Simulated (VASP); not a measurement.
Runs of VASP 6.6.1 on Pd. The structure is that of space group Fm-3m (No. 225), or close to it. The cells are those of the table. 

| task | level | U | cell | k mesh | gap on the mesh (eV) | pressure (GPa) |
| --- | --- | --- | --- | --- | --- | --- |
| single point | PBE | - | a = 2.694 Å, angles 60.0°, 1 atom | 18 × 18 × 18 | none | (a) |
| single point | PBEsol | - | a = 2.751 Å, angles 60.0°, 1 atom | 27 × 27 × 27 | none | -2.4 |
| single point | PBE | - | a = 2.778, b = 2.778, c = 2.806 Å, angles 59.7, 59.7, 60.7°, 1 atom | 18 × 18 × 18 | none | -0.1 |
| single point | PBE+U | Pd d U = 4.0 eV | a = 2.751 Å, angles 60.0°, 1 atom | 18 × 18 × 18 | none | -2.7 |
| single point | PBE | - | a = 2.723 Å, angles 61.3°, 1 atom | 18 × 18 × 18 | none | (b) |
| electric field gradients | PBE | - | a = 2.751 Å, angles 60.0°, 1 atom | 18 × 18 × 18 | none | 7.3 |
| electric field gradients | PBE | - | a = 2.787 Å, angles 60.0°, 1 atom | 18 × 18 × 18 | none | -0.1 |
| electric field gradients | PBE | - | a = 2.741 Å, angles 60.0°, 1 atom | 18 × 18 × 18 | none | 9.4 |

Alike in all rows: potentials or basis VASP PAW PBE potentials, release 64 (Pd); no spin polarisation; cutoff (eV) 520; smearing fermi-dirac 0.05 eV.

Q: Fill in the values left out.

A: (a) 22.3; (b) 7.5.

Caveats: the PAW data sets were made with another functional, which shifts forces and pressure a little (some runs); U without spin polarisation on a metal has little footing (some runs); the U is typed as a test and isn't derived for this compound (some runs).

A k mesh can miss the band edges, and the runs leave out spin-orbit coupling on Pd.

A gap of «none» marks levels without a gap at the run's occupations.
